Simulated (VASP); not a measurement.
**AlNi3: single point with PBE**

AlNi3:

```
CELL_PARAMETERS angstrom
5.00912 0.00000 0.00000
-2.50456 4.33802 0.00000
0.00000 0.00000 4.04026
ATOMIC_POSITIONS crystal
Al 0.66667 0.33333 0.25000
Al 0.33333 0.66667 0.75000
Ni 0.32852 0.16426 0.75000
Ni 0.83574 0.16426 0.75000
Ni 0.83574 0.67148 0.75000
Ni 0.67148 0.83574 0.25000
Ni 0.16426 0.83574 0.25000
Ni 0.16426 0.32852 0.25000
```

- Program: VASP 6.6.1
- Task: single point
- Functional: PBE
- Potentials or basis: VASP PAW PBE potentials, release 64 (Al, Ni)
- Cutoff: 520 eV
- k mesh: 6 × 6 × 4
- Occupations: gaussian, width 0.1 eV
- Spin: collinear spin, ferromagnetic start
- Starting moments: [0.0, 0.0, 2.0, 2.0, 2.0, 2.0, 2.0, 2.0] μB

| Item | Value |
| --- | --- |
| Pressure | 6.9 GPa |
| Largest force | 0.121 eV/Å |
| Net moment | 1.02 μB per cell |
| Site moments | Al -0.01; Ni +0.18 μB |
| Valence electrons inside the program's atomic spheres | Al 0.82; Ni 9.45 |

Forces on the atoms (eV/Å):
```
Al   0.000  0.000  0.000
Al   0.000  0.000  0.000
Ni   0.105  0.060  0.000
Ni  -0.105  0.060  0.000
Ni   0.000 -0.121  0.000
Ni  -0.105 -0.060  0.000
Ni   0.105 -0.060  0.000
Ni   0.000  0.121  0.000
```

Stress tensor (GPa, compression positive):
```
7.09 0.00 0.00
0.00 7.09 0.00
0.00 0.00 6.46
```

Levels at points of the mesh, in eV from the Fermi level:
Spin up:
```csv
k point,band 30,band 31,band 32,band 33,band 34,band 35,band 36,band 37
"(0.00, 0.00, 0.00)",-0.27,-0.23,-0.15,-0.09,0.66,0.66,1.02,1.96
"(0.50, 0.00, 0.00)",-0.82,-0.68,-0.26,-0.24,0.77,2.16,2.96,3.93
"(0.00, 0.00, 0.50)",-0.71,-0.15,-0.15,0.32,0.32,0.32,0.32,0.52
"(0.50, 0.00, 0.50)",-0.74,-0.42,-0.42,-0.32,-0.32,0.89,0.89,1.28
```
Spin down:
```csv
k point,band 28,band 29,band 30,band 31,band 32,band 33,band 34,band 35,band 36,band 37
"(0.00, 0.00, 0.00)",-0.67,-0.67,-0.21,0.02,0.13,0.16,0.86,0.86,1.09,2.11
"(0.50, 0.00, 0.00)",-0.81,-0.69,-0.68,-0.57,-0.01,0.03,0.97,2.20,3.07,3.99
"(0.00, 0.00, 0.50)",-0.57,-0.57,-0.57,0.10,0.10,0.48,0.48,0.48,0.48,0.54
"(0.50, 0.00, 0.50)",-0.84,-0.60,-0.60,-0.23,-0.23,-0.06,-0.06,1.01,1.01,1.44
```

Wall time 4 min on 1 thread of Intel Xeon 8259CL, on a shared host, peak memory 0.32 GiB.

Caveat: the k points lie up to 0.39 Å⁻¹ apart.
